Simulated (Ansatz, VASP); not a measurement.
## Two plane-wave programs on ZrB

The input INCAR:

```
SYSTEM = ZrB
ALGO = Normal
EDIFF = 1E-7
ENCUT = 520
GGA = PS
ISIF = 2
ISMEAR = 0
LASPH = .True.
LCHARG = .False.
LREAL = .False.
LWAVE = .False.
NBANDS = 14
NELM = 80
PREC = Accurate
SIGMA = 0.15
```

The input KPOINTS:

```
k-points
0
Gamma
  18 18 18
  0 0 0
```

Contents of POSCAR:

```
ZrB
1.0
    0.0000000000      2.3947500000      2.3250000000
    2.3947500000      0.0000000000      2.3250000000
    2.3947500000      2.3947500000      0.0000000000
Zr B
1 1
Direct
    0.0000000000      0.0000000000      0.0000000000
    0.5000000000      0.5000000000      0.5000000000
```

Input for Ansatz:

```yaml
crystal:
  lattice:
    - [0.0, 2.39475, 2.325]
    - [2.39475, 0.0, 2.325]
    - [2.39475, 2.39475, 0.0]
  atoms:
    - { symbol: Zr, position: [0.0, 0.0, 0.0] }
    - { symbol: B, position: [0.5, 0.5, 0.5] }
basis:
  ecutwfc: 420
kpoints:
  mp_grid: { grid: [18, 18, 18] }
hamiltonian:
  xc: pbesol
scf:
  occupations: { method: gaussian, width: 0.15 }
output:
  forces: true
  stress: true
  eigenvalues: true
```

Change from the starting cell: strain +0.030 along x and y, +0.000 along z, atoms carried along.

Alike in both runs: task single point; functional PBEsol; k mesh 18 × 18 × 18; occupations gaussian, width 0.15 eV; no spin polarisation.

|  | VASP | Ansatz |
| --- | --- | --- |
| version | VASP 6.6.1 | Ansatz 0.2.0 |
| potentials or method | VASP PAW PBE potentials, release 64 (Zr_sv, B), cutoff 520 eV | scalar-relativistic, plane waves, PAW |
| valence electrons in the cell | 15 | 15 |

```csv
,VASP,Ansatz,Ansatz less VASP
gap on the k mesh at the Fermi level (eV),none,none,-
pressure (GPa),15.2,14.9,-0.25
"traceless stress, the component that is largest in VASP (GPa)",8.29,8.27,-0.025
```

VASP's potentials were made for PBE, not for PBEsol. A gap of «none» marks a metal or a gap that the smearing closes. The functional is the same, so the differences come from potentials, cutoffs and numerics.
